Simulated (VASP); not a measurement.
# SiC (Pmn2_1) in VASP: notebook

The runs below take SiC through single point, with r2SCAN.

Program: VASP 6.6.1. These are calculated values, not measurements. Logs are shortened: lines on timing, memory, paths and dates and some standing lists are left out, and cuts for length are marked.

### Step 1. The cell of the first run

It takes space group Pmn2_1 (No. 31, orthorhombic). The conventional cell has a = 3.075 Å, b = 9.724 Å, c = 4.348 Å, α = 90.00°, β = 90.00°, γ = 90.00°. Si (site symmetry m) has 4 C at 1.88 to 2.31 Å within 2.5 Å. Si (site symmetry m) has 4 C at 1.88 Å within 2.5 Å. Si (site symmetry m) has 4 C at 1.88 Å within 2.5 Å. C (site symmetry m) has 4 Si at 1.88 Å within 2.5 Å. Within 2.5 Å of C (site symmetry m) lie 4 Si at 1.88 Å. C (site symmetry m) has 4 Si at 1.88 to 2.31 Å within 2.5 Å.

### Step 2. Single point, r2SCAN (the distance across one plane changed)

Input file POSCAR:

```
SiC
1.0
    4.3480000000      0.0000000000      0.0000000000
    0.0000000000      2.1740000000     -2.1740000000
    0.0000000000      6.8755533906      6.8755533906
Si C
6 6
Direct
    0.0000000000      0.0000000000      0.8695141991
    0.5000000000      0.5000000000      0.0790323730
    0.0000000000      0.0000000000      0.2371287382
    0.5000000000      0.5000000000      0.3952251034
    0.0000000000      0.0000000000      0.5533214687
    0.5000000000      0.5000000000      0.7114178339
    0.7500000000      0.0000000000      0.3952251034
    0.2500000000      0.5000000000      0.5533214687
    0.7500000000      0.0000000000      0.7114178339
    0.2500000000      0.5000000000      0.8695141991
    0.7500000000      0.0000000000      0.0790323730
    0.2500000000      0.5000000000      0.2371287382
```

Input file INCAR.step1:

```
SYSTEM = SiC
ALGO     = Normal         ! electronic algorithm
EDIFF    = 1E-4           ! SCF threshold, eV
ENCUT    = 520            ! plane-wave cutoff, eV
GGA      = PE             ! functional
ISMEAR   = 0              ! smearing method
LASPH    = .True.         ! aspherical terms in the spheres
LCHARG   = .False.        ! write CHGCAR
LREAL    = .False.        ! projectors in reciprocal space
LWAVE    = .True.         ! write WAVECAR
NBANDS   = 36             ! bands
NELM     = 80             ! most SCF steps
PREC     = Accurate       ! precision mode
SIGMA    = 0.05           ! smearing width, eV
```

Input file INCAR.step2:

```
SYSTEM = SiC
ALGO     = Normal         ! electronic algorithm
EDIFF    = 1E-6           ! SCF threshold, eV
ENCUT    = 520            ! plane-wave cutoff, eV
ISIF     = 2              ! what is computed and relaxed
ISMEAR   = 0              ! smearing method
ISTART   = 1            
LASPH    = .True.         ! aspherical terms in the spheres
LCHARG   = .False.        ! write CHGCAR
LMIXTAU  = .True.       
LREAL    = .False.        ! projectors in reciprocal space
LWAVE    = .False.        ! write WAVECAR
METAGGA  = R2SCAN         ! meta-GGA
NBANDS   = 36             ! bands
NELM     = 80             ! most SCF steps
PREC     = Accurate       ! precision mode
SIGMA    = 0.05           ! smearing width, eV
```

Input file KPOINTS:

```
k-points
0
Gamma
  6 9 3
  0 0 0
```

Potentials or basis: VASP PAW PBE potentials, release 64 (Si, C).

On the command line:

```console
> cat potpaw_PBE.64/Si/POTCAR potpaw_PBE.64/C/POTCAR > POTCAR
> cp INCAR.step1 INCAR
> mpirun -np 1 vasp_std > vasp.out
> cp INCAR.step2 INCAR
> mpirun -np 1 vasp_std > vasp.out
```

OUTCAR:

```text
SYSTEM = SiC
   EDIFF = 1E-6
   ENCUT = 520
   ISIF = 2
   ISMEAR = 0
   ISTART = 1
   LASPH = .True.
   LREAL = .False.
   METAGGA = R2SCAN
   NELM = 80
   PREC = Accurate

 ion  position               nearest neighbor table
   1  0.000  0.000  0.870-   9 1.88  10 1.88  10 1.88  11 2.31   5 3.07   6 3.07   6 3.07   6 3.07
                             6 3.07
   2  0.500  0.500  0.079-  12 1.88  11 1.88  11 1.88  10 2.31   4 3.07   3 3.07   3 3.07   3 3.07
                             3 3.07
   3  0.000  0.000  0.237-   7 1.88  11 1.88  12 1.88  12 1.88   2 3.07   2 3.07   4 3.07   4 3.07
                             2 3.07   4 3.07   2 3.07   4 3.07   5 3.07
   4  0.500  0.500  0.395-  12 1.88   7 1.88   7 1.88   8 1.88   2 3.07   3 3.07   3 3.07   3 3.07
                             3 3.07   5 3.07   5 3.07   5 3.07   5 3.07   6 3.07
   5  0.000  0.000  0.553-   9 1.88   8 1.88   8 1.88   7 1.88   1 3.07   6 3.07   6 3.07   6 3.07
                             6 3.07   4 3.07   4 3.07   4 3.07   4 3.07   3 3.07
   6  0.500  0.500  0.711-   8 1.88  10 1.88   9 1.88   9 1.88   1 3.07   1 3.07   5 3.07   5 3.07
                             1 3.07   5 3.07   1 3.07   5 3.07   4 3.07
   7  0.750  0.000  0.395-   3 1.88   4 1.88   4 1.88   5 1.88
   8  0.250  0.500  0.553-   6 1.88   5 1.88   5 1.88   4 1.88
   9  0.750  0.000  0.711-   1 1.88   5 1.88   6 1.88   6 1.88
  10  0.250  0.500  0.870-   6 1.88   1 1.88   1 1.88   2 2.31
  11  0.750  0.000  0.079-   3 1.88   2 1.88   2 1.88   1 2.31
  12  0.250  0.500  0.237-   2 1.88   4 1.88   3 1.88   3 1.88

  LATTYP: Found a simple orthorhombic cell.
 ALAT       =     3.0745002846
 B/A-ratio  =     1.4142135624
 C/A-ratio  =     3.1626280546

  Lattice vectors:

 A1 = (   0.0000000000,  -2.1740000000,   2.1740000000)
 A2 = (   4.3480000000,   0.0000000000,   0.0000000000)
 A3 = (   0.0000000000,   6.8755533906,   6.8755533906)

Analysis of symmetry for initial positions (statically):
=====================================================================
 Subroutine PRICEL returns:
 Original cell was already a primitive cell.

 Routine SETGRP: Setting up the symmetry group for a
 simple orthorhombic supercell.

 Subroutine GETGRP returns: Found  4 space group operations
 (whereof  2 operations were pure point group operations)
 out of a pool of  8 trial point group operations.

The static configuration has the point symmetry C_1h.
 The point group associated with its full space group is C_2v.

Analysis of symmetry for dynamics (positions and initial velocities):
=====================================================================
 Subroutine PRICEL returns:
 Original cell was already a primitive cell.

 Routine SETGRP: Setting up the symmetry group for a
 simple orthorhombic supercell.

 Subroutine GETGRP returns: Found  4 space group operations
 (whereof  2 operations were pure point group operations)
 out of a pool of  8 trial point group operations.

The dynamic configuration has the point symmetry C_1h.
 The point group associated with its full space group is C_2v.

 Subroutine INISYM returns: Found  4 space group operations
 (whereof  2 operations are pure point group operations),
 and found     1 'primitive' translations

----------------------------------------------------------------------------------------

                                     Primitive cell

  volume of cell :     129.9831

  direct lattice vectors                    reciprocal lattice vectors
     4.348000000  0.000000000  0.000000000     0.229990800  0.000000000  0.000000000
     0.000000000  2.174000000 -2.174000000     0.000000000  0.229990800 -0.229990800
     0.000000000  6.875553391  6.875553391     0.000000000  0.072721419  0.072721419

  length of vectors
     4.348000000  3.074500285  9.723500854     0.229990800  0.325256109  0.102843617

  position of ions in fractional coordinates (direct lattice)
     0.000000000  0.000000000  0.869514199
     0.500000000  0.500000000  0.079032373
     0.000000000  0.000000000  0.237128738
[... 46 lines left out ...]
 non-spin polarized calculation
 Gauss-broadening in eV      SIGMA  =   0.05
  energy-cutoff  :      520.00
  volume of cell :      129.98
 maximum number of plane-waves:      3532
   NGX = 17   NGY = 11   NGZ = 37

 number of electron      48.0000001 magnetization

 Free energy of the ion-electron system (eV)
  ---------------------------------------------------
  ext. energy  EPLUGINS =         0.00000000
  ---------------------------------------------------
  free energy    TOTEN  =      -114.34756444 eV

  energy without entropy =     -114.34756444  energy(sigma->0) =     -114.34756444

 E-fermi :   7.6828     XC(G=0): -11.7131

 val. band max:        7.4758298563   @ k =   0.0000   0.0000   0.0000
 cond. band min:       8.9231083461   @ k =   0.0000   0.0000   0.0000
 fundamental gap:      1.4472784898
 Fermi energy:         7.6828062486

 k-point     1 :       0.0000    0.0000    0.0000
  band No.  band energies     occupation
      1      -8.6408      2.00000
      2      -7.4773      2.00000
      3      -6.6778      2.00000
      4      -4.2338      2.00000
      5      -3.9685      2.00000
      6      -3.5379      2.00000
[... 28 lines left out ...]
     35      15.6241      0.00000
     36      16.0638      0.00000

 k-point     2 :       0.1667    0.0000    0.0000
  band No.  band energies     occupation
      1      -8.4539      2.00000
      2      -7.3054      2.00000
      3      -6.5184      2.00000
      4      -4.5590      2.00000
      5      -4.2595      2.00000
      6      -4.1374      2.00000
[... 28 lines left out ...]
     35      15.7718      0.00000
     36      15.7871      0.00000
[... 817 lines left out ...]
     35      15.4639      0.00000
     36      15.5697      0.00000

 k-point    24 :       0.5000    0.0000    0.3333
  band No.  band energies     occupation
      1      -6.9476      2.00000
      2      -6.9476      2.00000
      3      -6.2349      2.00000
      4      -6.2349      2.00000
      5      -5.1180      2.00000
      6      -5.1180      2.00000
[... 28 lines left out ...]
     35      15.4278      0.00000
     36      15.4287      0.00000

 [... further k-points ...]

------------------------ aborting loop because EDIFF is reached ----------------------------------------

  FORCE on cell =-STRESS in cart. coord.  units (eV):
  Direction    XX          YY          ZZ          XY          YZ          ZX
  --------------------------------------------------------------------------------------
  -------------------------------------------------------------------------------------
  Total       -1.1632163     -5.8314377     -5.8314377      0.0000000     -6.6358755      0.0000000
  in kB      -14.3378598    -71.8785804    -71.8785804      0.0000000    -81.7941198      0.0000000
  external PRESSURE =     -52.6983402 kB  Pullay stress =       0.0000000 kB

 VOLUME and BASIS-vectors are now :
 -----------------------------------------------------------------------------
  energy-cutoff  :      520.00
  volume of cell :      129.98
      direct lattice vectors                 reciprocal lattice vectors
     4.348000000  0.000000000  0.000000000     0.229990800  0.000000000  0.000000000
     0.000000000  2.174000000 -2.174000000     0.000000000  0.229990800 -0.229990800
     0.000000000  6.875553391  6.875553391     0.000000000  0.072721419  0.072721419

 POSITION                                       TOTAL-FORCE (eV/Angst)
 -----------------------------------------------------------------------------------
      0.00000      5.97839      5.97839         0.415126      1.378347      1.378347
      2.17400      1.63039     -0.54361         0.415126     -1.378347     -1.378347
      0.00000      1.63039      1.63039        -0.008937     -0.418521     -0.418521
      2.17400      3.80439      1.63039         0.134977     -0.031453     -0.031453
      0.00000      3.80439      3.80439         0.134977      0.031453      0.031453
      2.17400      5.97839      3.80439        -0.008937      0.418521      0.418521
      3.26100      2.71739      2.71739        -0.071651      0.071751      0.071751
      1.08700      4.89139      2.71739        -0.071651     -0.071751     -0.071751
      3.26100      4.89139      4.89139        -0.302260      0.227063      0.227063
      1.08700      7.06539      4.89139        -0.167254      1.375215      1.375215
      3.26100      0.54339      0.54339        -0.167254     -1.375215     -1.375215
      1.08700      2.71739      0.54339        -0.302260     -0.227063     -0.227063
 -----------------------------------------------------------------------------------
    total drift:                                0.000198     -0.000046     -0.000046

  FREE ENERGIE OF THE ION-ELECTRON SYSTEM (eV)
  ---------------------------------------------------
  free  energy   TOTEN  =      -114.3475644371 eV

  energy  without entropy=     -114.3475644371  energy(sigma->0) =     -114.34756444
```

Wall time 5.7 min (1 thread of AMD EPYC 9R45 (Zen 5), shared host); peak memory 0.28 GiB.

What came out:

```yaml
Free_energy: -114.3476 eV
Pressure: -5.3 GPa
Largest_force: 1.993 eV/Å
Band_gap_on_the_k_mesh: 1.45 eV
```

Forces in eV/Å, atoms in the order of the input:
```
Si   0.415  1.378  1.378
Si   0.415 -1.378 -1.378
Si  -0.009 -0.419 -0.419
Si   0.135 -0.031 -0.031
Si   0.135  0.031  0.031
Si  -0.009  0.419  0.419
C   -0.072  0.072  0.072
C   -0.072 -0.072 -0.072
C   -0.302  0.227  0.227
C   -0.167  1.375  1.375
C   -0.167 -1.375 -1.375
C   -0.302 -0.227 -0.227
```

Stress tensor (GPa, compression positive):
```
-1.43  0.00  0.00
 0.00 -7.19 -8.18
 0.00 -8.18 -7.19
```

Levels at points of the mesh, in eV from the valence-band top:
```tsv
k point	band 20	band 21	band 22	band 23	band 24	band 25	band 26	band 27	band 28	band 29
(0.00, 0.00, 0.00)	-0.54	-0.37	-0.05	-0.02	0.00	1.45	3.90	4.08	4.93	5.31
(0.50, 0.00, 0.00)	-1.53	-1.07	-1.07	-0.79	-0.79	3.90	3.90	5.92	5.92	6.21
```

Caveat: the cell differs from its parent crystal (the distance across one plane changed); the stress differs along the axes, from -7 to -1 GPa; the PAW data sets were made with another functional, which shifts forces and pressure a little. A k mesh can miss the band edges.

### Step 3. Single point, r2SCAN (the distance across one plane changed)

Input file POSCAR:

```
SiC
1.0
    4.3480000000      0.0000000000      0.0000000000
    0.0000000000      2.1740000000     -2.1740000000
    0.0000000000      7.0523300859      7.0523300859
Si C
6 6
Direct
    0.0000000000      0.0000000000      0.8477185876
    0.5000000000      0.5000000000      0.0770513140
    0.0000000000      0.0000000000      0.2311847687
    0.5000000000      0.5000000000      0.3853182235
    0.0000000000      0.0000000000      0.5394516782
    0.5000000000      0.5000000000      0.6935851329
    0.7500000000      0.0000000000      0.3853182235
    0.2500000000      0.5000000000      0.5394516782
    0.7500000000      0.0000000000      0.6935851329
    0.2500000000      0.5000000000      0.8477185876
    0.7500000000      0.0000000000      0.0770513140
    0.2500000000      0.5000000000      0.2311847687
```

Input file INCAR.step1:

```
SYSTEM = SiC
PREC = Accurate
ENCUT = 520
ISMEAR = 0
SIGMA = 0.05
LREAL = .FALSE.
LASPH = .TRUE.
NELM = 60
NBANDS = 36
GGA = PE
ALGO = Normal
EDIFF = 1E-4
LWAVE = .TRUE.
LCHARG = .FALSE.
```

Input file INCAR.step2:

```
SYSTEM = SiC
PREC = Accurate
ENCUT = 520
EDIFF = 1E-7
ISMEAR = 0
SIGMA = 0.05
LREAL = .FALSE.
LASPH = .TRUE.
NELM = 60
ALGO = Normal
ISIF = 2
LWAVE = .FALSE.
LCHARG = .FALSE.
METAGGA = R2SCAN
LMIXTAU = .TRUE.
NBANDS = 36
ISTART = 1
```

Input file KPOINTS:

```
regular mesh
0
G
  6 9 3
  0 0 0
```

Potentials or basis: VASP PAW PBE potentials, release 64 (Si, C).

On the command line:

```console
> cat potpaw_PBE.64/Si/POTCAR potpaw_PBE.64/C/POTCAR > POTCAR
> cp INCAR.step1 INCAR
> mpirun -np 1 vasp_std > vasp.out
> cp INCAR.step2 INCAR
> mpirun -np 1 vasp_std > vasp.out
```

It took 6.5 min on 1 thread of AMD EPYC 9R45 (Zen 5), shared host; peak memory 0.29 GiB.

Results (log left out):

```yaml
Free_energy: -113.1514 eV
Pressure: -6.0 GPa
Largest_force: 2.055 eV/Å
Band_gap_on_the_k_mesh: 1.29 eV (least direct gap 1.30 eV)
```

Forces on the atoms (eV/Å):
```
Si   1.072  1.240  1.240
Si   1.072 -1.240 -1.240
Si  -0.057 -0.500 -0.500
Si   0.188 -0.032 -0.032
Si   0.188  0.032  0.032
Si  -0.057  0.500  0.500
C   -0.097  0.109  0.109
C   -0.097 -0.109 -0.109
C   -0.427  0.284  0.284
C   -0.679  1.301  1.301
C   -0.679 -1.301 -1.301
C   -0.427 -0.284 -0.284
```

Stress tensor (GPa, compression positive):
```
-1.78  0.00  0.00
 0.00 -8.05 -8.65
 0.00 -8.65 -8.05
```

Levels at points of the mesh, in eV from the valence-band top:
```tsv
k point	band 22	band 23	band 24	band 25	band 26	band 27
(0.00, 0.00, 0.00)	-0.09	-0.06	-0.01	1.29	3.50	3.89
(0.50, 0.00, 0.00)	-1.02	-0.67	-0.67	3.29	3.29	5.61
```

Caveat: the cell differs from its parent crystal (the distance across one plane changed); the stress differs along the axes, from -8 to -2 GPa; the PAW data sets were made with another functional, which shifts forces and pressure a little. A k mesh can miss the band edges.

### Step 4. Single point, r2SCAN (the distance across one plane changed)

Input file POSCAR:

```
SiC
1.0
    4.3480000000      0.0000000000      0.0000000000
    0.0000000000      2.1740000000     -2.1740000000
    0.0000000000      7.2291067812      7.2291067812
Si C
6 6
Direct
    0.0000000000      0.0000000000      0.8269889325
    0.5000000000      0.5000000000      0.0751671426
    0.0000000000      0.0000000000      0.2255315006
    0.5000000000      0.5000000000      0.3758958585
    0.0000000000      0.0000000000      0.5262602165
    0.5000000000      0.5000000000      0.6766245745
    0.7500000000      0.0000000000      0.3758958585
    0.2500000000      0.5000000000      0.5262602165
    0.7500000000      0.0000000000      0.6766245745
    0.2500000000      0.5000000000      0.8269889325
    0.7500000000      0.0000000000      0.0751671426
    0.2500000000      0.5000000000      0.2255315006
```

Input file INCAR.step1:

```
PREC     = Accurate       # precision mode
ENCUT    = 520            # plane-wave cutoff, eV
ISMEAR   = 0              # smearing method
SIGMA    = 0.05           # smearing width, eV
LREAL    = F              # projectors in reciprocal space
LASPH    = T              # aspherical terms in the spheres
NELM     = 80             # most SCF steps
NBANDS   = 36             # bands
GGA      = PE             # functional
ALGO     = Normal         # electronic algorithm
EDIFF    = 1E-4           # SCF threshold, eV
LWAVE    = T              # write WAVECAR
LCHARG   = F              # write CHGCAR
```

Input file INCAR.step2:

```
PREC     = Accurate       # precision mode
ENCUT    = 520            # plane-wave cutoff, eV
EDIFF    = 1E-6           # SCF threshold, eV
ISMEAR   = 0              # smearing method
SIGMA    = 0.05           # smearing width, eV
LREAL    = F              # projectors in reciprocal space
LASPH    = T              # aspherical terms in the spheres
NELM     = 80             # most SCF steps
ALGO     = Normal         # electronic algorithm
ISIF     = 2              # what is computed and relaxed
LWAVE    = F              # write WAVECAR
LCHARG   = F              # write CHGCAR
METAGGA  = R2SCAN         # meta-GGA
LMIXTAU  = T            
NBANDS   = 36             # bands
ISTART   = 1
```

Input file KPOINTS:

```
Automatic mesh
0
Gamma
  6 9 3
```

On the command line:

```console
> cat potpaw_PBE.64/Si/POTCAR potpaw_PBE.64/C/POTCAR > POTCAR
> cp INCAR.step1 INCAR
> mpirun -np 1 vasp_std > vasp.out
> cp INCAR.step2 INCAR
> mpirun -np 1 vasp_std > vasp.out
```

It took 6 min on 1 thread of AMD EPYC 9R45 (Zen 5), shared host; peak memory 0.3 GiB.

The run converged. Its results:

```yaml
Free_energy: -112.0657 eV
Pressure: -6.0 GPa
Largest_force: 2.110 eV/Å
Band_gap_on_the_k_mesh: 1.16 eV (least direct gap 1.23 eV)
```

Forces on the atoms (eV/Å):
```
Si   1.696  0.887  0.887
Si   1.696 -0.887 -0.887
Si  -0.136 -0.543 -0.543
Si   0.237 -0.022 -0.022
Si   0.237  0.022  0.022
Si  -0.136  0.543  0.543
C   -0.114  0.148  0.148
C   -0.114 -0.148 -0.148
C   -0.552  0.336  0.336
C   -1.131  1.114  1.114
C   -1.131 -1.114 -1.114
C   -0.552 -0.336 -0.336
```

Stress tensor (GPa, compression positive):
```
-2.42  0.00  0.00
 0.00 -7.86 -7.92
 0.00 -7.92 -7.86
```

Levels at points of the mesh, in eV from the valence-band top:
```
           k point  band 20  band 21  band 22  band 23  band 24  band 25  band 26  band 27  band 28  band 29
(0.00, 0.00, 0.00)    -0.80    -0.43    -0.24    -0.20    -0.08     1.16     3.11     3.37     3.90     5.08
(0.50, 0.00, 0.00)    -1.79    -1.07    -1.07    -0.66    -0.66     2.62     2.62     5.33     5.33     5.93
```

Caveat: the cell differs from its parent crystal (the distance across one plane changed); the stress differs along the axes, from -8 to -2 GPa; the PAW data sets were made with another functional, which shifts forces and pressure a little. A k mesh can miss the band edges.

### Step 5. The runs side by side

```tsv
cell	gap on the mesh (eV)	pressure (GPa)	largest force (eV/Å)
a = 4.348, b = 3.075, c = 9.724 Å, 12 atoms	1.45	-5.3	1.99
a = 4.348, b = 3.075, c = 9.974 Å, 12 atoms	1.29	-6.0	2.06
a = 4.348, b = 3.075, c = 10.224 Å, 12 atoms	1.16	-6.0	2.11
```

Alike in all rows: task single point; level r2SCAN; potentials or basis VASP PAW PBE potentials, release 64 (Si, C); no spin polarisation; k mesh 6 × 9 × 3; cutoff (eV) 520; smearing gaussian 0.05 eV.

Caveats: the PAW data sets were made with another functional, which shifts forces and pressure a little; the stress differs along the axes, from -8 to -2 GPa (at least some runs); the stress differs along the axes, from -7 to -1 GPa (at least some runs).

Absolute energies hang on the potentials; compare differences alone.
